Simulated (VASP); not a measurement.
**Nb: single point with LDA**

The system is Nb.

```
Nb
1.0
     0.00000    2.06752    2.06752
     2.06752    0.00000    2.06752
     2.06752    2.06752    0.00000
Nb
1
Direct
  0.00000 0.00000 0.00000
```

```
Program                : VASP 6.6.1
Task                   : single point
Functional             : LDA
Potentials or basis    : VASP PAW LDA potentials, release 64 (Nb_sv)
Cutoff                 : 500 eV
k mesh                 : 8 × 8 × 8
Occupations            : gaussian, width 0.1 eV
Spin                   : no spin polarisation
Dipole correction      : no
Further INCAR settings : ALGO = Normal; EDIFF = 1e-06; NBANDS = 12
```

- Pressure: -0.2 GPa

Levels at points of the mesh, in eV from the Fermi level:
```
           k point  band 2  band 3  band 4  band 5  band 6  band 7  band 8  band 9  band 10  band 11
(0.00, 0.00, 0.00)  -29.83  -29.83  -29.83   -6.34    0.05    0.05    0.05    2.85     2.85    11.93
(0.50, 0.00, 0.00)  -31.29  -30.01  -30.01   -4.07   -0.18   -0.18    1.67    5.03     5.03    11.30
(0.50, 0.50, 0.00)  -31.19  -30.34  -30.34   -4.40   -3.63    4.00    4.99    5.66     5.66    11.73
```

Wall time 2.8 s on 1 thread of Intel(R) Xeon(R) 6975P-C (Granite Rapids), with other jobs on the host, peak memory 0.12 GiB.
